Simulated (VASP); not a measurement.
Write the native input for VASP 6.6.1 that does the following.

```yaml
Task: single point
Functional: LDA
Potentials_or_basis: VASP PAW LDA potentials, release 64 (Pb_d)
Cutoff: 520 eV
k_mesh: 7 × 7 × 7
Occupations: fermi-dirac, width 0.05 eV
Spin: no spin polarisation
Dipole_correction: no
Further_INCAR_settings: ALGO = Normal; EDIFF = 1e-06; NBANDS = 21
```

The structure of Pb lies in POSCAR:

```
Pb
1.0
    0.0000000000      3.4144059128      3.4144059128
    3.4144059128      0.0000000000      3.4144059128
    3.4144059128      3.4144059128      0.0000000000
Pb
2
Direct
    0.2500000000      0.2500000000      0.2500000000
    0.0000000000      0.0000000000      0.0000000000
```

This isn't the form of Pb at room conditions, which is fcc.

One way to write it, as run:

INCAR

```
SYSTEM = Pb
  PREC = Accurate
  ENCUT = 520
  EDIFF = 1E-6
  ISMEAR = -1
  SIGMA = 0.05
  LREAL = .FALSE.
  LASPH = .TRUE.
  NELM = 100
  ALGO = Normal
  ISIF = 2
  LWAVE = .FALSE.
  LCHARG = .FALSE.
  GGA = CA
  NBANDS = 21
```

KPOINTS

```
Automatic mesh
0
G
  7 7 7
  0 0 0
```

Potentials or basis: VASP PAW LDA potentials, release 64 (Pb_d).

Run with:

```console
$ cat potpaw_LDA.64/Pb_d/POTCAR > POTCAR
$ mpirun -np 1 vasp_std > vasp.out
```

It gave:

* Pressure: 0.0 GPa
* Band gap on the k mesh: zero (bands 14 and 15 overlap by 1.15 eV)

Caveat: spin-orbit coupling is left out, which moves the levels of the heavy elements.

It took 40 s on 1 thread of Intel Xeon 8259CL (shared host), peak memory 0.17 GiB.
